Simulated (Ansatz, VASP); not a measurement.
# CdInS2 in VASP and in Ansatz

```
CELL_PARAMETERS angstrom
3.80846 0.00000 0.00000
-1.90423 3.29822 0.00000
0.00000 0.00000 7.03613
ATOMIC_POSITIONS crystal
Cd 0.00000 0.00000 0.00000
In 0.00000 0.00000 0.50000
S 0.66667 0.33333 0.80675
S 0.33333 0.66667 0.19325
```

Alike in both runs: task single point; functional PBE; k mesh 12 × 12 × 6; occupations gaussian, width 0.15 eV; no spin polarisation.

```csv
,VASP,Ansatz
version,VASP 6.6.1,Ansatz 0.2.0
potentials or method,"VASP PAW PBE potentials, release 64 (Cd, In_d, S), cutoff 520 eV","scalar-relativistic, plane waves, PAW"
valence electrons in the cell,37,45
```

|  | VASP | Ansatz | Ansatz less VASP |
| --- | --- | --- | --- |
| gap on the k mesh at the Fermi level (eV) | none | none | - |
| pressure (GPa) | 4.5 | 4.2 | -0.31 |
| traceless stress, the component that is largest in VASP (GPa) | -3.74 | -3.71 | +0.028 |
| rms of the force components (eV/Å) | 0.775 | 0.755 | -0.0204 |

Atom by atom the forces differ by 0.020 eV/Å (rms over components). A gap of «none» marks a metal or a gap that the smearing closes. The functional is the same, so the differences come from potentials, cutoffs and numerics. VASP's potentials hold 37 valence electrons a cell and Ansatz's 45, so a difference there can come from the potentials and not from the codes.
